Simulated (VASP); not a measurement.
Write the native input for VASP 6.6.1 that does the following.

```
Task                   : single point
Functional             : PBE
Potentials or basis    : VASP PAW PBE potentials, release 64 (Zn, Se)
Cutoff                 : 520 eV
k mesh                 : 8 × 8 × 8
Occupations            : gaussian, width 0.02 eV
Spin                   : no spin polarisation
Dipole correction      : no
Further INCAR settings : ALGO = Normal; EDIFF = 1e-07; NBANDS = 16
```

The structure of ZnSe lies in POSCAR:

```
ZnSe
1.0
    0.0000000000      2.7772259558      2.7772259558
    2.7772259558      0.0000000000      2.7772259558
    2.7772259558      2.7772259558      0.0000000000
Zn Se
1 1
Direct
    0.0000000000      0.0000000000      0.0000000000
    0.2500000000      0.2500000000      0.2500000000
```

This cell differs from its parent crystal: volume scaled by 0.91.

These files were run (other wordings do the same):

INCAR

```
ALGO = Normal
EDIFF = 1E-7
ENCUT = 520
GGA = PE
ISIF = 2
ISMEAR = 0
LASPH = T
LCHARG = F
LREAL = F
LWAVE = F
NBANDS = 16
NELM = 80
PREC = Accurate
SIGMA = 0.02
```

KPOINTS

```
k-points
0
Gamma
  8 8 8
```

Potentials or basis: VASP PAW PBE potentials, release 64 (Zn, Se).

Command:

```console
$ cat potpaw_PBE.64/Zn/POTCAR potpaw_PBE.64/Se/POTCAR > POTCAR
$ mpirun -np 1 vasp_std > vasp.out
```

It gave:

```json
{
  "Pressure": "7.0 GPa",
  "Band gap on the k mesh": "1.54 eV, direct"
}
```

Wall time 38 s on 1 thread of Intel Xeon 8259CL, on a shared host, peak memory 0.17 GiB.
